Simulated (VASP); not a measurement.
# LaScSe2 (R-3m) in VASP: a series of runs

Runs on LaScSe2. Level: PBE. Tasks: single point.

Everything below comes from runs of VASP 6.6.1. Logs are shortened: lines on timing, memory, paths and dates and some standing lists are left out, and cuts for length are marked.

### Step 1. The cell of the first run

Symmetry: R-3m, No. 166, trigonal system. The conventional cell has a = 3.925 Å, b = 3.925 Å, c = 22.273 Å, α = 90.00°, β = 90.00°, γ = 120.00°. Within 3.6 Å of Se (site symmetry 3m) lie 3 La at 2.70 Å and 3 Sc at 3.20 Å. La (site symmetry -3m) has 6 Se at 2.70 Å within 3.6 Å. Sc (site symmetry -3m) has 6 Se at 3.20 Å and 6 Sc at 3.92 Å within 4.2 Å.

### Step 2. Single point, PBE

Contents of INCAR:

```
ALGO     = Normal         # electronic algorithm
EDIFF    = 1E-6           # SCF threshold, eV
ENCUT    = 520            # plane-wave cutoff, eV
GGA      = PE             # functional
ISIF     = 2              # what is computed and relaxed
ISMEAR   = 1              # smearing method
LASPH    = T              # aspherical terms in the spheres
LCHARG   = T              # write CHGCAR
LELF     = T              # ELF
LREAL    = F              # projectors in reciprocal space
LVHAR    = T            
LWAVE    = F              # write WAVECAR
NBANDS   = 25             # bands
NELM     = 100            # most SCF steps
PREC     = Accurate       # precision mode
SIGMA    = 0.0704         # smearing width, eV
```

Contents of KPOINTS:

```
k-points
0
Gamma
  6 6 6
```

Contents of POSCAR:

```
LaScSe2
1.0
    3.9245440000      0.0000000000      0.0000000000
   -1.9622720000      3.3987580000      0.0000000000
    0.0000000000     -2.2658360000      7.4243980000
Se La Sc
2 1 1
Direct
    0.2322000000      0.4644000000      0.6966000000
    0.7678000000      0.5356000000      0.3034000000
    0.5000000000      0.0000000000      0.5000000000
    0.0000000000      0.0000000000      0.0000000000
```

Potentials or basis: VASP PAW PBE potentials, release 64 (Se, La, Sc_sv).

Command:

```bash
$ cat potpaw_PBE.64/Se/POTCAR potpaw_PBE.64/La/POTCAR potpaw_PBE.64/Sc_sv/POTCAR > POTCAR
$ mpirun -np 1 vasp_std > vasp.out
```

OUTCAR:

```text
EDIFF = 1E-6
   ENCUT = 520
   GGA = PE
   ISIF = 2
   ISMEAR = 1
   LASPH = T
   LREAL = F
   NELM = 100
   PREC = Accurate

 ion  position               nearest neighbor table
   1  0.232  0.464  0.697-   3 2.70   3 2.70   3 2.70
   2  0.768  0.536  0.303-   3 2.70   3 2.70   3 2.70
   3  0.500  0.000  0.500-   1 2.70   1 2.70   2 2.70   2 2.70   1 2.70   2 2.70
   4  0.000  0.000  0.000-

  LATTYP: Found a trigonal (rhomboedric) cell.
 ALAT       =     7.7624544083
 COS(alpha) =     0.8721941132

  Lattice vectors:

 A1 = (  -0.0000000000,  -2.2658360000,   7.4243980000)
 A2 = (   1.9622720000,   1.1329220000,   7.4243980000)
 A3 = (  -1.9622720000,   1.1329220000,   7.4243980000)

Analysis of symmetry for initial positions (statically):
=====================================================================
 Subroutine PRICEL returns:
 Original cell was already a primitive cell.

 Routine SETGRP: Setting up the symmetry group for a
 trigonal (rhombohedral) supercell.

 Subroutine GETGRP returns: Found 12 space group operations
 (whereof 12 operations were pure point group operations)
 out of a pool of 12 trial point group operations.

The static configuration has the point symmetry D_3d.

Analysis of symmetry for dynamics (positions and initial velocities):
=====================================================================
 Subroutine PRICEL returns:
 Original cell was already a primitive cell.

 Routine SETGRP: Setting up the symmetry group for a
 trigonal (rhombohedral) supercell.

 Subroutine GETGRP returns: Found 12 space group operations
 (whereof 12 operations were pure point group operations)
 out of a pool of 12 trial point group operations.

The dynamic configuration has the point symmetry D_3d.

 Subroutine INISYM returns: Found 12 space group operations
 (whereof 12 operations are pure point group operations),
 and found     1 'primitive' translations

----------------------------------------------------------------------------------------

                                     Primitive cell

  volume of cell :      99.0309

  direct lattice vectors                    reciprocal lattice vectors
     3.924544000  0.000000000  0.000000000     0.254806673  0.147112563  0.044896966
[... 88 lines left out ...]
   ENCUT  =  520.0 eV  38.22 Ry    6.18 a.u.   7.30  7.30 14.43*2*pi/ulx,y,z
   NELM   =    100;   NELMIN=  2; NELMDL= -5     # of ELM steps
   EDIFF  = 0.1E-05   stopping-criterion for ELM
   LREAL  =      F    real-space projection
   EDIFFG = 0.1E-04   stopping-criterion for IOM
   NSW    =      0    number of steps for IOM
   IBRION =     -1    ionic relax: 0-MD 1-quasi-New 2-CG
   NFREE  =      0    steps in history (QN), initial steepest desc. (CG)
   ISIF   =      2    stress and relaxation
   ISYM   =      2    0-nonsym 1-usesym 2-fastsym
   POTIM  = 0.5000    time-step for ionic-motion
   TEBEG  =    0.0;   TEEND  =   0.0 temperature during run
   PSTRESS=    0.0 pullay stress
   NELECT =      34.0000    total number of electrons
   NUPDOWN=      -1.0000    fix difference up-down
   EMIN   =  10.00;   EMAX   =-10.00  energy-range for DOS
   EFERMI =   0.00;   METHOD = LEGACY
   ISMEAR =     1;   SIGMA  =   0.07  broadening in eV -4-tet -1-fermi 0-gaus
   EFERMI_NEDOS =   21; number of points for ismear=-14 and -15
   IALGO  =     38    algorithm
   IMIX   =      4    mixing-type and parameters
     AMIX     =   0.40;   BMIX     =  1.00
     AMIX_MAG =   1.60;   BMIX_MAG =  1.00
  volume/ion in A,a.u.               =      24.76       167.07
  Fermi-wavevector in a.u.,A,eV,Ry     =   1.146333  2.166256 17.879144  1.314080
  Thomas-Fermi vector in A             =   2.283018
   LORBIT       =      0    0 simple, 1 ext, 2 COOP (PROOUT), +10 PAW based schemes
   GGA     = PE    functional components
   LHFCALC =     F    Hartree Fock is set to
   AEXX    =    0.0000 exact exchange contribution
   IVDW    =     0    specifies the selected vdW correction
   LEPSILON=     F    determine dielectric tensor
   LRPA    =     F    only Hartree local field effects (RPA)
 non-spin polarized calculation
 Methfessel and Paxton  Order N= 1 SIGMA  =   0.07
  energy-cutoff  :      520.00
  volume of cell :       99.03
 maximum number of plane-waves:      2709
 NGX is ok and might be reduce to    30
   NGX = 15   NGY = 15   NGZ = 29

 number of electron      34.0000001 magnetization

 Free energy of the ion-electron system (eV)
  ---------------------------------------------------
  ext. energy  EPLUGINS =         0.00000000
  ---------------------------------------------------
  free energy    TOTEN  =       -22.06261248 eV

  energy without entropy =      -22.06232377  energy(sigma->0) =      -22.06251625

 E-fermi :   6.8467     XC(G=0):  -9.9156

 val. band max:        6.7842898568   @ k =   0.5000   0.1667  -0.0000
 cond. band min:       6.8480064904   @ k =   0.1667   0.1667   0.1667
 fundamental gap:      0.0637166335
 Fermi energy:         6.8466907957

 k-point     1 :       0.0000    0.0000    0.0000
  band No.  band energies     occupation
      1     -44.0739      2.00000
      2     -25.6902      2.00000
      3     -22.7314      2.00000
      4     -22.6259      2.00000
      5     -22.6259      2.00000
      6     -10.8519      2.00000
[... 661 lines left out ...]
     24       9.1656      0.00000
     25       9.2706      0.00000

 [... further k-points ...]

------------------------ aborting loop because EDIFF is reached ----------------------------------------

  FORCE on cell =-STRESS in cart. coord.  units (eV):
  Direction    XX          YY          ZZ          XY          YZ          ZX
  --------------------------------------------------------------------------------------
  -------------------------------------------------------------------------------------
  Total       10.6027877     10.6028077      4.1160406      0.0000000      0.0000015      0.0000000
  in kB      171.5378488    171.5381716     66.5916134      0.0000000      0.0000239      0.0000000
  external PRESSURE =     136.5558779 kB  Pullay stress =       0.0000000 kB

 VOLUME and BASIS-vectors are now :
 -----------------------------------------------------------------------------
  energy-cutoff  :      520.00
  volume of cell :       99.03
      direct lattice vectors                 reciprocal lattice vectors
     3.924544000  0.000000000  0.000000000     0.254806673  0.147112563  0.044896966
    -1.962272000  3.398758000  0.000000000     0.000000000  0.294225126  0.089793931
     0.000000000 -2.265836000  7.424398000     0.000000000  0.000000000  0.134691055

 POSITION                                       TOTAL-FORCE (eV/Angst)
 -----------------------------------------------------------------------------------
      0.00000      0.00000      5.17184         0.000000      0.000002      4.678355
      1.96227      1.13292      2.25256         0.000000     -0.000002     -4.678355
      1.96227     -1.13292      3.71220        -0.000000      0.000000      0.000000
      0.00000      0.00000      0.00000        -0.000000     -0.000000      0.000000
 -----------------------------------------------------------------------------------
    total drift:                               -0.000000      0.000000      0.000000

  FREE ENERGIE OF THE ION-ELECTRON SYSTEM (eV)
  ---------------------------------------------------
  free  energy   TOTEN  =       -22.0626124824 eV

  energy  without entropy=      -22.0623237726  energy(sigma->0) =      -22.06251625
```

Run time: 86 s. Hardware: 1 thread of Intel Xeon Platinum 8375C at 2.90GHz (Ice Lake), shared host; peak memory 0.29 GiB.

What came out:

```yaml
Free_energy: -22.0626 eV
Pressure: 13.7 GPa
Largest_force: 4.678 eV/Å
Band_gap_on_the_k_mesh: zero (band 17 reaches 6.99 eV, above the bottom of band 18 at 6.70 eV)
```

Forces in eV/Å, atoms in the order of the input:
```
Se   0.000  0.000  4.678
Se   0.000  0.000 -4.678
La   0.000  0.000  0.000
Sc   0.000  0.000  0.000
```

Stress tensor (GPa, compression positive):
```
17.15  0.00  0.00
 0.00 17.15  0.00
 0.00  0.00  6.66
```

Levels at points of the mesh, in eV from the Fermi level:
```csv
k point,band 15,band 16,band 17,band 18,band 19,band 20
"(0.00, 0.00, 0.00)",-2.35,-2.35,-1.04,0.37,0.37,0.81
"(0.50, 0.00, 0.00)",-3.36,-2.70,-0.48,0.31,1.24,1.27
"(0.00, 0.50, 0.00)",-3.26,-2.53,-1.32,0.99,1.03,1.36
"(0.00, 0.00, 0.50)",-2.55,-2.55,-0.53,0.62,0.62,1.15
```

Caveat: spin-orbit coupling is left out, which moves the levels of the heavy elements; forces of over 1 eV/Å act on the atoms, so gaps and moduli don't describe the material at rest.

### Step 3. Single point, PBE

Contents of INCAR:

```
SYSTEM = LaScSe2
PREC = Accurate
ENCUT = 520
EDIFF = 1E-6
ISMEAR = 1
SIGMA = 0.15
LREAL = .FALSE.
LASPH = .TRUE.
NELM = 80
ALGO = Normal
ISIF = 2
LWAVE = .FALSE.
LCHARG = .FALSE.
GGA = PE
NBANDS = 25
```

Contents of KPOINTS:

```
Automatic mesh
0
G
  6 6 6
  0 0 0
```

POSCAR is that of step 2.

Potentials or basis: VASP PAW PBE potentials, release 64 (Se, La, Sc_sv).

Command:

```bash
$ cat potpaw_PBE.64/Se/POTCAR potpaw_PBE.64/La/POTCAR potpaw_PBE.64/Sc_sv/POTCAR > POTCAR
$ mpirun -np 1 vasp_std > vasp.out
```

Wall time 87 s (1 thread of Intel Xeon Platinum 8375C at 2.90GHz (Ice Lake), shared host); peak memory 0.29 GiB.

It converged, with:

```
Free energy            : -22.0619 eV
Pressure               : 13.6 GPa
Largest force          : 4.680 eV/Å
Band gap on the k mesh : zero (band 17 reaches 6.99 eV, above the bottom of band 18 at 6.70 eV)
```

Forces in eV/Å, atoms in the order of the input:
```
Se   0.000  0.000  4.680
Se   0.000  0.000 -4.680
La   0.000  0.000  0.000
Sc   0.000  0.000  0.000
```

Stress tensor (GPa, compression positive):
```
17.16  0.00  0.00
 0.00 17.16  0.00
 0.00  0.00  6.61
```

Levels at points of the mesh, in eV from the Fermi level:
| k point | band 13 | band 14 | band 15 | band 16 | band 17 | band 18 | band 19 | band 20 | band 21 | band 22 |
| --- | --- | --- | --- | --- | --- | --- | --- | --- | --- | --- |
| (0.00, 0.00, 0.00) | -4.51 | -3.51 | -2.37 | -2.37 | -1.06 | 0.35 | 0.35 | 0.78 | 0.78 | 1.02 |
| (0.50, 0.00, 0.00) | -4.26 | -4.20 | -3.38 | -2.72 | -0.50 | 0.29 | 1.21 | 1.25 | 1.42 | 1.57 |
| (0.00, 0.50, 0.00) | -4.32 | -3.80 | -3.28 | -2.56 | -1.34 | 0.97 | 1.01 | 1.33 | 1.38 | 1.56 |
| (0.00, 0.00, 0.50) | -4.46 | -4.46 | -2.57 | -2.57 | -0.56 | 0.60 | 0.60 | 1.12 | 1.12 | 1.36 |

Caveat: spin-orbit coupling is left out, which moves the levels of the heavy elements; forces of over 1 eV/Å act on the atoms, so gaps and moduli don't describe the material at rest.

### Step 4. Single point, PBE

Contents of INCAR:

```
PREC = Accurate
ENCUT = 520
EDIFF = 1E-7
ISMEAR = 1
SIGMA = 0.005
LREAL = F
LASPH = T
NELM = 100
ALGO = Normal
ISIF = 2
LWAVE = F
LCHARG = F
GGA = PE
NBANDS = 25
```

Contents of KPOINTS:

```
Automatic mesh
0
Gamma
  6 6 6
```

POSCAR is that of step 3.

Command:

```bash
$ cat potpaw_PBE.64/Se/POTCAR potpaw_PBE.64/La/POTCAR potpaw_PBE.64/Sc_sv/POTCAR > POTCAR
$ mpirun -np 1 vasp_std > vasp.out
```

Wall time 88 s (1 thread of Intel Xeon Platinum 8375C at 2.90GHz (Ice Lake), shared host); peak memory 0.28 GiB.

It converged, with:

| Property | Result |
| --- | --- |
| Free energy | -22.0619 eV |
| Pressure | 13.7 GPa |
| Largest force | 4.679 eV/Å |
| Band gap on the k mesh | zero (band 17 reaches 6.99 eV, above the bottom of band 18 at 6.70 eV) |

Forces in eV/Å, atoms in the order of the input:
```
Se   0.000  0.000  4.679
Se   0.000  0.000 -4.679
La   0.000  0.000  0.000
Sc   0.000  0.000  0.000
```

Stress tensor (GPa, compression positive):
```
17.16  0.00  0.00
 0.00 17.16  0.00
 0.00  0.00  6.65
```

Levels at points of the mesh, in eV from the Fermi level:
```csv
k point,band 14,band 15,band 16,band 17,band 18,band 19,band 20,band 21
"(0.00, 0.00, 0.00)",-3.49,-2.35,-2.35,-1.04,0.37,0.37,0.80,0.80
"(0.50, 0.00, 0.00)",-4.18,-3.36,-2.70,-0.48,0.31,1.23,1.27,1.45
"(0.00, 0.50, 0.00)",-3.78,-3.26,-2.54,-1.32,0.99,1.03,1.35,1.40
"(0.00, 0.00, 0.50)",-4.44,-2.55,-2.55,-0.53,0.62,0.62,1.15,1.15
```

Caveat: spin-orbit coupling is left out, which moves the levels of the heavy elements; forces of over 1 eV/Å act on the atoms, so gaps and moduli don't describe the material at rest.

[end of part 1 of 2]
